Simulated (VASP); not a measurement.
# ZrN in VASP: relaxation of the atoms with PBE

Aim: the relaxation of the atoms of ZrN with PBE.

All numbers are computed with VASP 6.6.1; they aren't measurements. Logs are shortened: lines on timing, memory, paths and dates and some standing lists are left out, and cuts for length are marked.

**1. The cell of the first run**

The cell holds a slab with vacuum, 4 atoms: a = 3.249 Å, b = 3.249 Å, c = 18.297 Å, α = 90.00°, β = 90.00°, γ = 90.00°.

**2. Relaxation of the atoms, PBE**

Contents of INCAR:

```
ALGO = Normal
DIPOL = 0.5 0.5 0.500
EDIFF = 1E-7
EDIFFG = -0.01
ENCUT = 520
GGA = PE
GGA_COMPAT = False
IBRION = 2
IDIPOL = 3
ISIF = 2
ISMEAR = -1
LASPH = True
LCHARG = False
LDIPOL = True
LREAL = False
LWAVE = False
NELM = 120
NELMDL = -8
NELMIN = 4
NSW = 60
PREC = Accurate
SIGMA = 0.05
```

Contents of KPOINTS:

```
k-points
0
Gamma
  10 10 1
```

Contents of POSCAR:

```
ZrN
1.0
    3.2489502562      0.0000000000      0.0000000000
    0.0000000000      3.2489502562      0.0000000000
    0.0000000000      0.0000000000     18.2974000000
Zr N
2 2
Direct
    0.0000000000      0.0000000000      0.4372218250
    0.5000000000      0.5000000000      0.5627781750
    0.5000000000      0.5000000000      0.4372218250
    0.0000000000      0.0000000000      0.5627781750
```

Potentials or basis: VASP PAW PBE potentials, release 64 (Zr_sv, N).

On the command line:

```sh
$ cat potpaw_PBE.64/Zr_sv/POTCAR potpaw_PBE.64/N/POTCAR > POTCAR
$ mpirun -np 1 vasp_std > vasp.out
```

OUTCAR:

```text
EDIFF = 1E-7
   EDIFFG = -0.01
   ENCUT = 520
   GGA = PE
   IBRION = 2
   ISIF = 2
   ISMEAR = -1
   LASPH = True
   LREAL = False
   NELM = 120
   NELMDL = -8
   NELMIN = 4
   NSW = 60
   PREC = Accurate

 ion  position               nearest neighbor table
   1  0.000  0.000  0.437-   3 2.30   3 2.30   3 2.30   3 2.30   4 2.30   2 3.25   2 3.25   2 3.25
                             2 3.25
   2  0.500  0.500  0.563-   4 2.30   4 2.30   4 2.30   4 2.30   3 2.30   1 3.25   1 3.25   1 3.25
                             1 3.25
   3  0.500  0.500  0.437-   1 2.30   1 2.30   1 2.30   1 2.30   2 2.30
   4  0.000  0.000  0.563-   2 2.30   2 2.30   2 2.30   2 2.30   1 2.30

  LATTYP: Found a simple tetragonal cell.
 ALAT       =     3.2489502562
 C/A-ratio  =     5.6317882876

  Lattice vectors:

 A1 = (   3.2489502562,   0.0000000000,   0.0000000000)
 A2 = (   0.0000000000,   3.2489502562,   0.0000000000)
 A3 = (   0.0000000000,   0.0000000000,  18.2974000000)

Analysis of symmetry for initial positions (statically):
=====================================================================
 Subroutine PRICEL returns:
 Original cell was already a primitive cell.

 Routine SETGRP: Setting up the symmetry group for a
 simple tetragonal supercell.

 Subroutine GETGRP returns: Found 16 space group operations
 (whereof  8 operations were pure point group operations)
 out of a pool of 16 trial point group operations.

The static configuration has the point symmetry C_4v.
 The point group associated with its full space group is D_4h.

Analysis of symmetry for dynamics (positions and initial velocities):
=====================================================================
 Subroutine PRICEL returns:
 Original cell was already a primitive cell.

 Routine SETGRP: Setting up the symmetry group for a
 simple tetragonal supercell.

 Subroutine GETGRP returns: Found 16 space group operations
 (whereof  8 operations were pure point group operations)
 out of a pool of 16 trial point group operations.

The dynamic configuration has the point symmetry C_4v.
 The point group associated with its full space group is D_4h.

 Subroutine INISYM returns: Found 16 space group operations
 (whereof  8 operations are pure point group operations),
 and found     1 'primitive' translations

----------------------------------------------------------------------------------------

                                     Primitive cell

[... 102 lines left out ...]
   NUPDOWN=      -1.0000    fix difference up-down
   EMIN   =  10.00;   EMAX   =-10.00  energy-range for DOS
   EFERMI =   0.00;   METHOD = LEGACY
   ISMEAR =    -1;   SIGMA  =   0.05  broadening in eV -4-tet -1-fermi 0-gaus
   EFERMI_NEDOS =   21; number of points for ismear=-14 and -15
   IALGO  =     38    algorithm
   IMIX   =      4    mixing-type and parameters
     AMIX     =   0.40;   BMIX     =  1.00
     AMIX_MAG =   1.60;   BMIX_MAG =  1.00
  volume/ion in A,a.u.               =      48.29       325.85
  Fermi-wavevector in a.u.,A,eV,Ry     =   0.917507  1.733836 11.453640  0.841819
  Thomas-Fermi vector in A             =   2.042483
   LORBIT       =      0    0 simple, 1 ext, 2 COOP (PROOUT), +10 PAW based schemes
   GGA     = PE    functional components
   LHFCALC =     F    Hartree Fock is set to
   AEXX    =    0.0000 exact exchange contribution
   IVDW    =     0    specifies the selected vdW correction
   LEPSILON=     F    determine dielectric tensor
   LRPA    =     F    only Hartree local field effects (RPA)
 conjugate gradient relaxation of ions
 non-spin polarized calculation
  energy-cutoff  :      520.00
  volume of cell :      193.14
 maximum number of plane-waves:      5250
   NGX = 13   NGY = 13   NGZ = 69

--------------------------------------- Ionic step        1  -------------------------------------------

 number of electron      33.9999999 magnetization

 Free energy of the ion-electron system (eV)
  ---------------------------------------------------
  ext. energy  EPLUGINS =         0.00000000
  ---------------------------------------------------
  free energy    TOTEN  =       -38.78979386 eV

  energy without entropy =      -38.76984688  energy(sigma->0) =      -38.77982037

------------------------ aborting loop because EDIFF is reached ----------------------------------------

  FORCE on cell =-STRESS in cart. coord.  units (eV):
  Direction    XX          YY          ZZ          XY          YZ          ZX
  --------------------------------------------------------------------------------------
  -------------------------------------------------------------------------------------
  Total       -5.9106245     -5.9106245     -2.8767449      0.0000000      0.0000000      0.0000000
  in kB      -49.0307398    -49.0307398    -23.8636261      0.0000000      0.0000000      0.0000000
  external PRESSURE =     -40.6417019 kB  Pullay stress =       0.0000000 kB
[... 291 lines left out ...]
--------------------------------------- Ionic step        9  -------------------------------------------

 number of electron      33.9999999 magnetization

 dipolmoment           0.000000      0.000000      0.000000 electrons x Angstroem

 Free energy of the ion-electron system (eV)
  ---------------------------------------------------
  ext. energy  EPLUGINS =         0.00000000
  ---------------------------------------------------
  free energy    TOTEN  =       -38.90428857 eV

  energy without entropy =      -38.89097525  energy(sigma->0) =      -38.89763191

 E-fermi :   1.0723     XC(G=0):  -4.2342

 val. band max:        1.0496823164   @ k =   0.1000   0.1000   0.0000
 cond. band min:       1.1421175778   @ k =   0.1000   0.1000   0.0000
 fundamental gap:      0.0924352613
 Fermi energy:         1.0723070132

 k-point     1 :       0.0000    0.0000    0.0000
  band No.  band energies     occupation
      1     -48.5428      2.00000
      2     -48.4088      2.00000
      3     -26.9867      2.00000
      4     -26.4498      2.00000
      5     -26.4276      2.00000
      6     -26.4276      2.00000
[... 493 lines left out ...]
     20       3.6902      0.00000
     21       4.2912      0.00000

------------------------ aborting loop because EDIFF is reached ----------------------------------------

 vacuum level on the upper side and lower side of the slab       (xc-potential included)        -0.296        -0.296

  FORCE on cell =-STRESS in cart. coord.  units (eV):
  Direction    XX          YY          ZZ          XY          YZ          ZX
  --------------------------------------------------------------------------------------
  -------------------------------------------------------------------------------------
  Total       -4.9425135     -4.9425135     -0.0524641      0.0000000     -0.0000000     -0.0000000
  in kB      -40.9999136    -40.9999136     -0.4352083      0.0000000     -0.0000000     -0.0000000
  external PRESSURE =     -27.4783452 kB  Pullay stress =       0.0000000 kB
[... 19 lines left out ...]
  FREE ENERGIE OF THE ION-ELECTRON SYSTEM (eV)
  ---------------------------------------------------
  free  energy   TOTEN  =       -38.9042885701 eV

  energy  without entropy=      -38.8909752479  energy(sigma->0) =      -38.89763191

 reached required accuracy - stopping structural energy minimisation

 vacuum level on the upper side and lower side of the slab         3.375         3.375
```

OSZICAR:

```text
N       E                     dE             d eps       ncg     rms          rms(c)
DAV:   1     0.352533479208E+03    0.35253E+03   -0.16894E+04  1002   0.137E+03
DAV:   2    -0.617001872056E+01   -0.35870E+03   -0.34669E+03  1189   0.383E+02
DAV:   3    -0.452986554173E+02   -0.39129E+02   -0.38530E+02  1445   0.109E+02
[... 84 lines left out ...]
   8 F= -.38904282E+02 E0= -.38897620E+02  d E =-.694443E-03
       N       E                     dE             d eps       ncg     rms          rms(c)
DAV:   1    -0.389042787926E+02    0.35646E-05   -0.53206E-03   882   0.661E-01    0.150E-02
DAV:   2    -0.389042889565E+02   -0.10164E-04   -0.10606E-04  1150   0.946E-02    0.106E-02
DAV:   3    -0.389042886368E+02    0.31970E-06   -0.24139E-06  1219   0.116E-02    0.502E-03
DAV:   4    -0.389042885701E+02    0.66736E-07   -0.18804E-07   772   0.335E-03
   9 F= -.38904289E+02 E0= -.38897632E+02  d E =-.618502E-05
```

Wall time 5.9 min (1 thread of Intel Xeon Platinum 8259CL at 2.50GHz (Skylake/Cascade Lake), shared host); peak memory 0.31 GiB.

What came out:

```
Free energy               : -38.9043 eV
Energy gained by relaxing : 28.6 meV/atom
Ionic steps               : 9
Band gap on the k mesh    : zero (bands 17 and 18 overlap by 3.04 eV)
```

Forces on the atoms (eV/Å):
```
Zr   0.000  0.000  0.003
Zr   0.000  0.000 -0.003
N    0.000  0.000  0.002
N    0.000  0.000 -0.002
```

Step by step:
| step | energy change (eV) | largest force (eV/Å) | pressure (GPa) |
| --- | --- | --- | --- |
| 1 | 0.0000 | 1.2953 | -4.06 |
| 2 | -0.1069 | 0.3531 | -3.02 |
| 3 | -0.1138 | 0.0678 | -2.66 |
| 4 | -0.1138 | 0.0706 | -2.62 |
| 5 | -0.1142 | 0.0441 | -2.66 |
| 6 | -0.1145 | 0.0100 | -2.74 |
| 7 | -0.1145 | 0.0113 | -2.73 |
| 8 | -0.1145 | 0.0108 | -2.74 |
| 9 | -0.1145 | 0.0028 | -2.75 |

Final structure:
```yaml
crystal:
  lattice:
    - [3.24895, 0.00000, 0.00000]
    - [0.00000, 3.24895, 0.00000]
    - [0.00000, 0.00000, 18.29740]
  atoms:
    - { symbol: Zr, position: [0.00000, 0.00000, 0.44174] }
    - { symbol: Zr, position: [0.50000, 0.50000, 0.55826] }
    - { symbol: N, position: [0.50000, 0.50000, 0.43645] }
    - { symbol: N, position: [0.00000, 0.00000, 0.56355] }
```
